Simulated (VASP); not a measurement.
Hf, 1 atom in the cell. It takes space group I4/mmm (No. 139, tetragonal). The conventional cell has a = 3.140 Å, b = 3.140 Å, c = 4.551 Å, α = 90.00°, β = 90.00°, γ = 90.00°. Hf (site symmetry 4/mmm) has 12 Hf at 3.14 to 3.18 Å within 4.1 Å.  This cell differs from its parent crystal: strain +0.0250 x Voigt [1, 0, 0, 0, 0, 0].

```yaml
Program: VASP 6.6.1
Task: single point
Functional: r2SCAN
Potentials_or_basis: VASP PAW PBE potentials, release 64 (Hf_pv)
Cutoff: 520 eV
k_mesh: 18 × 18 × 18
Occupations: gaussian, width 0.15 eV
Spin: no spin polarisation
Dipole_correction: no
Further_INCAR_settings: ALGO = Normal; EDIFF = 1e-06; NBANDS = 11
```

Potentials or basis: VASP PAW PBE potentials, release 64 (Hf_pv).

Launch:

```sh
$ cat potpaw_PBE.64/Hf_pv/POTCAR > POTCAR
$ cp INCAR.step1 INCAR
$ mpirun -np 1 vasp_std > vasp.out
$ cp INCAR.step2 INCAR
$ mpirun -np 1 vasp_std > vasp.out
```

Hardware: 1 thread of Intel(R) Xeon(R) Platinum 8488C (Sapphire Rapids), on a shared host.

**Question.** How long does it take, and how much memory?

**Answer.** Run time: 2.6 min on 1 thread of Intel(R) Xeon(R) Platinum 8488C (Sapphire Rapids), on a shared host, peak memory 0.24 GiB. Counts: k points 480.
